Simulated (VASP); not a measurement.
Here is a VASP 6.6.1 calculation.

Contents of POSCAR:

```
HgTe
1.0
    0.0000000000      3.2189616800      3.2189616800
    3.2189616800      0.0000000000      3.2189616800
    3.2189616800      3.2189616800      0.0000000000
Hg Te
1 1
Direct
    0.0000000000      0.0000000000      0.0000000000
    0.2500000000      0.2500000000      0.2500000000
```

File INCAR.step1:

```
  PREC = Accurate
  ENCUT = 520
  ISMEAR = -1
  SIGMA = 0.1
  LREAL = F
  LASPH = T
  NELM = 80
  GGA = PE
  ALGO = Normal
  EDIFF = 1E-4
  LWAVE = T
  LCHARG = F
```

File INCAR.step2:

```
  PREC = Accurate
  ENCUT = 520
  EDIFF = 1E-7
  ISMEAR = -1
  SIGMA = 0.1
  LREAL = F
  LASPH = T
  NELM = 80
  ALGO = Normal
  ISIF = 2
  LWAVE = F
  LCHARG = F
  METAGGA = R2SCAN
  LMIXTAU = T
  IBRION = 2
  NSW = 50
  EDIFFG = -0.01
  ISTART = 1
```

Contents of KPOINTS:

```
regular mesh
0
Gamma
  9 9 9
```

Potentials or basis: VASP PAW PBE potentials, release 64 (Hg, Te).

Launch:

```sh
$ cat potpaw_PBE.64/Hg/POTCAR potpaw_PBE.64/Te/POTCAR > POTCAR
$ cp INCAR.step1 INCAR
$ mpirun -np 1 vasp_std > vasp.out
$ cp INCAR.step2 INCAR
$ mpirun -np 1 vasp_std > vasp.out
```

Task: Predict the band gap on the k mesh.

Result: Zero (filled and empty bands touch).

Final structure:
```
Hg Te
1.0
     0.00000    3.21896    3.21896
     3.21896    0.00000    3.21896
     3.21896    3.21896    0.00000
Hg Te
1 1
Direct
  0.00000 0.00000 0.00000
  0.25000 0.25000 0.25000
```

Caveat: the relaxation stopped at its first step, so nothing moved; spin-orbit coupling is left out, which moves the levels of the heavy elements.
